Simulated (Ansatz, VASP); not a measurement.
BP in VASP and in Ansatz

File INCAR:

```
ALGO = Normal
EDIFF = 1E-8
ENCUT = 520
GGA = PE
ISIF = 2
ISMEAR = -1
LASPH = True
LCHARG = False
LEFG = True
LREAL = False
LWAVE = False
NBANDS = 11
NELM = 80
PREC = Accurate
SIGMA = 0.08
```

Contents of KPOINTS:

```
k-points
0
Gamma
  12 12 12
```

POSCAR

```
BP
1.0
    0.0000000000      2.2499318716      2.2499318716
    2.2499318716      0.0000000000      2.2499318716
    2.2499318716      2.2499318716      0.0000000000
B P
1 1
Direct
    0.0000000000      0.0000000000      0.0000000000
    0.7500000000      0.7500000000      0.7500000000
```

Input for Ansatz:

```yaml
crystal:
  lattice:
    - [0.0, 2.2499318716, 2.2499318716]
    - [2.2499318716, 0.0, 2.2499318716]
    - [2.2499318716, 2.2499318716, 0.0]
  atoms:
    - { symbol: B, position: [0.0, 0.0, 0.0] }
    - { symbol: P, position: [0.75, 0.75, 0.75] }
kpoints:
  mp_grid: { grid: [12, 12, 12] }
scf:
  occupations: { method: fermi_dirac, width: 0.08 }
hamiltonian:
  xc: pbe
  pseudopotentials: { kind: paw }
output:
  forces: true
  stress: true
  eigenvalues: true
  efg: { contact_densities: true }
```

Change from the starting cell: volume scaled by 0.975, PAW files.

Alike in both runs: task electric field gradients; functional PBE; k mesh 12 × 12 × 12; occupations fermi-dirac, width 0.08 eV; no spin polarisation.

|  | VASP | Ansatz |
| --- | --- | --- |
| version | VASP 6.6.1 | Ansatz 0.2.0 |
| potentials or method | VASP PAW PBE potentials, release 64 (B, P) | PAW with Ansatz's default frozen-core files, scalar-relativistic |
| plane-wave cutoff (eV) | 520 | 420 |
| valence electrons in the cell | 8 | 8 |

```csv
,VASP,Ansatz,Ansatz less VASP
pressure (GPa),5.3,5.5,+0.25
```

With one functional, cell and mesh, what is left measures potentials, basis and numerics.
